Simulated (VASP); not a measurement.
# Co in VASP: single point with PBEsol

Aim: the single point of Co with PBEsol.

Program: VASP 6.6.1. These are calculated values, not measurements. Logs are shortened: lines on timing, memory, paths and dates and some standing lists are left out, and cuts for length are marked.

## 1. The cell of the first run

The cell holds a slab with vacuum, 3 atoms: a = 2.456 Å, b = 2.456 Å, c = 20.969 Å, α = 90.00°, β = 90.00°, γ = 120.00°.

## 2. Single point, PBEsol, collinear spin, ferromagnetic start

The input, INCAR:

```
SYSTEM = Co
PREC = Accurate
ENCUT = 520
EDIFF = 1E-6
ISMEAR = 0
SIGMA = 0.1
LREAL = .FALSE.
LASPH = .TRUE.
NELM = 150
ALGO = Normal
ISIF = 2
LWAVE = .FALSE.
LCHARG = .FALSE.
ISPIN = 2
MAGMOM = 1.8 1.8 1.8
LORBIT = 11
LMAXMIX = 4
LDIPOL = .TRUE.
IDIPOL = 3
DIPOL = 0.5 0.5 0.499
GGA = PS
NBANDS = 24
```

The input, KPOINTS:

```
regular mesh
0
G
  12 12 1
  0 0 0
```

The input, POSCAR:

```
Co
1.0
    2.4564189030      0.0000000000      0.0000000000
   -1.2282094515      2.1273211723      0.0000000000
    0.0000000000      0.0000000000     20.9694710870
Co
3
Direct
    0.6666666667      0.3333333333      0.4053511872
    0.3333333333      0.6666666667      0.4986447858
    0.6666666667      0.3333333333      0.5919287238
```

Potentials or basis: VASP PAW PBE potentials, release 64 (Co).

Launch:

```console
> cat potpaw_PBE.64/Co/POTCAR > POTCAR
> mpirun -np 1 vasp_std > vasp.out
```

OUTCAR:

```text
SYSTEM = Co
   PREC = Accurate
   ENCUT = 520
   EDIFF = 1E-6
   ISMEAR = 0
   LREAL = .FALSE.
   LASPH = .TRUE.
   NELM = 150
   ISIF = 2
   ISPIN = 2
   LORBIT = 11
   GGA = PS

 ion  position               nearest neighbor table
   1  0.667  0.333  0.405-   2 2.42   2 2.42   2 2.42
   2  0.333  0.667  0.499-   3 2.42   3 2.42   3 2.42   1 2.42   1 2.42   1 2.42
   3  0.667  0.333  0.592-   2 2.42   2 2.42   2 2.42

  LATTYP: Found a hexagonal cell.
 ALAT       =     2.4564189030
 C/A-ratio  =     8.5366022307

  Lattice vectors:

 A1 = (   2.4564189030,   0.0000000000,   0.0000000000)
 A2 = (  -1.2282094515,   2.1273211723,   0.0000000000)
 A3 = (   0.0000000000,   0.0000000000,  20.9694710870)

Analysis of symmetry for initial positions (statically):
=====================================================================
 Subroutine PRICEL returns:
 Original cell was already a primitive cell.

 Routine SETGRP: Setting up the symmetry group for a
 hexagonal supercell.

 Subroutine GETGRP returns: Found 12 space group operations
 (whereof  6 operations were pure point group operations)
 out of a pool of 24 trial point group operations.

The static configuration has the point symmetry C_3v.
 The point group associated with its full space group is D_3h.

Analysis of symmetry for dynamics (positions and initial velocities):
=====================================================================
 Subroutine PRICEL returns:
 Original cell was already a primitive cell.

 Routine SETGRP: Setting up the symmetry group for a
 hexagonal supercell.

 Subroutine GETGRP returns: Found 12 space group operations
 (whereof  6 operations were pure point group operations)
 out of a pool of 24 trial point group operations.

The dynamic configuration has the point symmetry C_3v.
 The point group associated with its full space group is D_3h.

Analysis of structural, dynamic, and magnetic symmetry:
=====================================================================
 Subroutine PRICEL returns:
 Original cell was already a primitive cell.

 Routine SETGRP: Setting up the symmetry group for a
 hexagonal supercell.

 Subroutine GETGRP returns: Found 12 space group operations
 (whereof  6 operations were pure point group operations)
 out of a pool of 24 trial point group operations.

The overall configuration has the point symmetry C_3v.
 The point group associated with its full space group is D_3h.

 Subroutine INISYM returns: Found 12 space group operations
 (whereof  6 operations are pure point group operations),
 and found     1 'primitive' translations

----------------------------------------------------------------------------------------

                                     Primitive cell

  volume of cell :     109.5779

  direct lattice vectors                    reciprocal lattice vectors
     2.456418903  0.000000000  0.000000000     0.407096688  0.235037382  0.000000000
    -1.228209451  2.127321172  0.000000000     0.000000000  0.470074765  0.000000000
     0.000000000  0.000000000 20.969471087     0.000000000  0.000000000  0.047688375

  length of vectors
     2.456418903  2.456418903 20.969471087     0.470074765  0.470074765  0.047688375

  position of ions in fractional coordinates (direct lattice)
     0.666666667  0.333333333  0.405351187
     0.333333333  0.666666667  0.498644786
     0.666666667  0.333333333  0.591928724

  ion indices of the primitive-cell ions
   primitive index   ion index
                 1           1
                 2           2
                 3           3

----------------------------------------------------------------------------------------

 KPOINTS: regular mesh

Automatic generation of k-mesh.
 Grid dimensions read from file:
 generate k-points for:   12   12    1

 Generating k-lattice:

  Cartesian coordinates                     Fractional coordinates (reciprocal lattice)
     0.033924724  0.019586449  0.000000000     0.083333333  0.000000000  0.000000000
     0.000000000  0.039172897  0.000000000     0.000000000  0.083333333  0.000000000
     0.000000000  0.000000000  0.047688375     0.000000000  0.000000000  1.000000000

  Length of vectors
     0.039172897  0.039172897  0.047688375

  Shift w.r.t. Gamma in fractional coordinates (k-lattice)
     0.000000000  0.000000000  0.000000000

 Subroutine IBZKPT returns following result:
 ===========================================

 Found     19 irreducible k-points:

 Following reciprocal coordinates:
            Coordinates               Weight
  0.000000  0.000000  0.000000      1.000000
  0.083333  0.000000  0.000000      6.000000
  0.166667  0.000000  0.000000      6.000000
  0.250000  0.000000  0.000000      6.000000
  0.333333  0.000000  0.000000      6.000000
  0.416667  0.000000  0.000000      6.000000
[... 11 lines left out ...]
  0.333333  0.250000  0.000000     12.000000
  0.333333  0.333333  0.000000      2.000000
   k-points           NKPTS =     19   k-points in BZ     NKDIM =     19   number of bands    NBANDS=     24
   number of dos      NEDOS =    301   number of ions     NIONS =      3
   total plane-waves  NPLWV =  51840
   dimension x,y,z NGX =    18 NGY =   18 NGZ =  160
   dimension x,y,z NGXF=    36 NGYF=   36 NGZF=  320
   ions per type =               3
   NGX,Y,Z   is equivalent  to a cutoff of  12.18, 12.18, 12.68 a.u.
   NGXF,Y,Z  is equivalent  to a cutoff of  24.36, 24.36, 25.37 a.u.
 SYSTEM =  Co
   PREC   = accura    normal or accurate (medium, high low for compatibility)
   ISTART =      0    job   : 0-new  1-cont  2-samecut
   ICHARG =      2    charge: 1-file 2-atom 10-const
   ISPIN  =      2    spin polarized calculation?
   LNONCOLLINEAR =      F non collinear calculations
   LSORBIT =      F    spin-orbit coupling
   LASPH  =      T    aspherical Exc in radial PAW
   ENCUT  =  520.0 eV  38.22 Ry    6.18 a.u.   4.57  4.57 38.99*2*pi/ulx,y,z
   NELM   =    150;   NELMIN=  2; NELMDL= -5     # of ELM steps
   EDIFF  = 0.1E-05   stopping-criterion for ELM
   LREAL  =      F    real-space projection
   EDIFFG = 0.1E-04   stopping-criterion for IOM
   NSW    =      0    number of steps for IOM
   IBRION =     -1    ionic relax: 0-MD 1-quasi-New 2-CG
   NFREE  =      0    steps in history (QN), initial steepest desc. (CG)
   ISIF   =      2    stress and relaxation
   ISYM   =      2    0-nonsym 1-usesym 2-fastsym
   POTIM  = 0.5000    time-step for ionic-motion
   TEBEG  =    0.0;   TEEND  =   0.0 temperature during run
   PSTRESS=    0.0 pullay stress
   NELECT =      27.0000    total number of electrons
   NUPDOWN=      -1.0000    fix difference up-down
   EMIN   =  10.00;   EMAX   =-10.00  energy-range for DOS
   EFERMI =   0.00;   METHOD = LEGACY
   ISMEAR =     0;   SIGMA  =   0.10  broadening in eV -4-tet -1-fermi 0-gaus
   EFERMI_NEDOS =   21; number of points for ismear=-14 and -15
   IALGO  =     38    algorithm
   IMIX   =      4    mixing-type and parameters
     AMIX     =   0.40;   BMIX     =  1.00
     AMIX_MAG =   1.60;   BMIX_MAG =  1.00
  volume/ion in A,a.u.               =      36.53       246.49
  Fermi-wavevector in a.u.,A,eV,Ry     =   1.026333  1.939489 14.331834  1.053360
  Thomas-Fermi vector in A             =   2.160221
   LORBIT       =     11    0 simple, 1 ext, 2 COOP (PROOUT), +10 PAW based schemes
   GGA     = PS    functional components
   LHFCALC =     F    Hartree Fock is set to
   AEXX    =    0.0000 exact exchange contribution
   IVDW    =     0    specifies the selected vdW correction
   LEPSILON=     F    determine dielectric tensor
   LRPA    =     F    only Hartree local field effects (RPA)
 spin polarized calculation
 Gauss-broadening in eV      SIGMA  =   0.10
  energy-cutoff  :      520.00
  volume of cell :      109.58
 maximum number of plane-waves:      2998
   NGX =  9   NGY =  9   NGZ = 77

 dipolmoment           0.000000      0.000000      0.000054 electrons x Angstroem

 number of electron      26.9999990 magnetization       5.0519739

 dipolmoment           0.000000      0.000000     -0.000391 electrons x Angstroem

 Free energy of the ion-electron system (eV)
  ---------------------------------------------------
  ext. energy  EPLUGINS =         0.00000000
  ---------------------------------------------------
  free energy    TOTEN  =       -21.54518334 eV

  energy without entropy =      -21.52793882  energy(sigma->0) =      -21.53656108

 E-fermi :  -0.5076     XC(G=0):  -4.8461

 val. band max:       -0.5290464793   @ k =   0.2500   0.0000   0.0000
 cond. band min:      -0.4694715218   @ k =   0.2500   0.1667   0.0000
 fundamental gap:      0.0595749575
 Fermi energy:        -0.5076437436

 spin component 1

 k-point     1 :       0.0000    0.0000    0.0000
  band No.  band energies     occupation
      1      -9.0415      1.00000
      2      -6.9842      1.00000
      3      -5.9385      1.00000
      4      -3.3808      1.00000
      5      -3.3080      1.00000
      6      -3.2285      1.00000
[... 502 lines left out ...]
     23       9.5323      0.00000
     24      11.1780      0.00000
 Fermi energy:        -0.5076437436

 spin component 2

 k-point     1 :       0.0000    0.0000    0.0000
  band No.  band energies     occupation
      1      -8.9456      1.00000
      2      -6.7753      1.00000
      3      -5.1495      1.00000
      4      -1.8421      1.00000
      5      -1.7026      1.00000
      6      -1.6030      1.00000
[... 502 lines left out ...]
     23       9.9889      0.00000
     24      11.5766      0.00000

------------------------ aborting loop because EDIFF is reached ----------------------------------------

 vacuum level on the upper side and lower side of the slab       (xc-potential included)        -0.010         0.004

  FORCE on cell =-STRESS in cart. coord.  units (eV):
  Direction    XX          YY          ZZ          XY          YZ          ZX
  --------------------------------------------------------------------------------------
  -------------------------------------------------------------------------------------
  Total       -1.8780476     -1.8780476     -0.1872663     -0.0000000      0.0000000      0.0000000
  in kB      -27.4596001    -27.4596001     -2.7380866     -0.0000000      0.0000000      0.0000000
  external PRESSURE =     -19.2190956 kB  Pullay stress =       0.0000000 kB

 VOLUME and BASIS-vectors are now :
 -----------------------------------------------------------------------------
  energy-cutoff  :      520.00
  volume of cell :      109.58
      direct lattice vectors                 reciprocal lattice vectors
     2.456418903  0.000000000  0.000000000     0.407096688  0.235037382  0.000000000
    -1.228209451  2.127321172  0.000000000     0.000000000  0.470074765  0.000000000
     0.000000000  0.000000000 20.969471087     0.000000000  0.000000000  0.047688375

 POSITION                                       TOTAL-FORCE (eV/Angst)
 -----------------------------------------------------------------------------------
      1.22821      0.70911      8.50000         0.000000      0.000000      0.046913
     -0.00000      1.41821     10.45632         0.000000     -0.000000      0.000000
      1.22821      0.70911     12.41243        -0.000000      0.000000     -0.046913
 -----------------------------------------------------------------------------------
    total drift:                                0.000000      0.000000     -0.058403

  FREE ENERGIE OF THE ION-ELECTRON SYSTEM (eV)
  ---------------------------------------------------
  free  energy   TOTEN  =       -21.5451833383 eV

  energy  without entropy=      -21.5279388163  energy(sigma->0) =      -21.53656108

 vacuum level on the upper side and lower side of the slab         4.590         4.604

 total charge

# of ion       s       p       d       tot
------------------------------------------
    1        0.500   0.441   7.250   8.191
    2        0.508   0.575   7.299   8.383
    3        0.500   0.441   7.250   8.191
--------------------------------------------------
tot          1.509   1.456  21.799  24.765

 magnetization (x)

# of ion       s       p       d       tot
------------------------------------------
    1       -0.009  -0.038   1.759   1.712
    2       -0.016  -0.049   1.714   1.649
    3       -0.009  -0.038   1.759   1.712
--------------------------------------------------
tot         -0.034  -0.125   5.232   5.073
```

It took 3 min on 1 thread of Intel Xeon Platinum 8259CL at 2.50GHz (Skylake/Cascade Lake), shared host; peak memory 0.29 GiB.

Results:

```
Free energy                                           : -21.5452 eV
Largest force                                         : 0.047 eV/Å
Net moment                                            : 5.05 μB per cell
Site moments                                          : Co +1.71, +1.65 μB
Valence electrons inside the program's atomic spheres : Co 8.19, 8.38
```

Forces in eV/Å, atoms in the order of the input:
```
Co   0.000  0.000  0.047
Co   0.000  0.000  0.000
Co   0.000  0.000 -0.047
```

Levels at points of the mesh, in eV from the Fermi level:
Spin up:
```
           k point  band 12  band 13  band 14  band 15  band 16  band 17  band 18  band 19  band 20  band 21
(0.00, 0.00, 0.00)    -1.69    -1.69    -1.20    -1.08    -1.08    -0.84    -0.84     0.24     4.80     5.14
(0.50, 0.00, 0.00)    -0.86    -0.59    -0.43    -0.41     1.20     1.86     3.16     6.94     7.29     8.87
```
Spin down:
```csv
k point,band 9,band 10,band 11,band 12,band 13,band 14
"(0.00, 0.00, 0.00)",-0.93,-0.66,-0.66,-0.56,0.19,0.19
"(0.50, 0.00, 0.00)",-0.06,0.14,0.67,1.10,1.28,1.47
```

Caveat: the PAW data sets were made with another functional, which shifts forces and pressure a little.
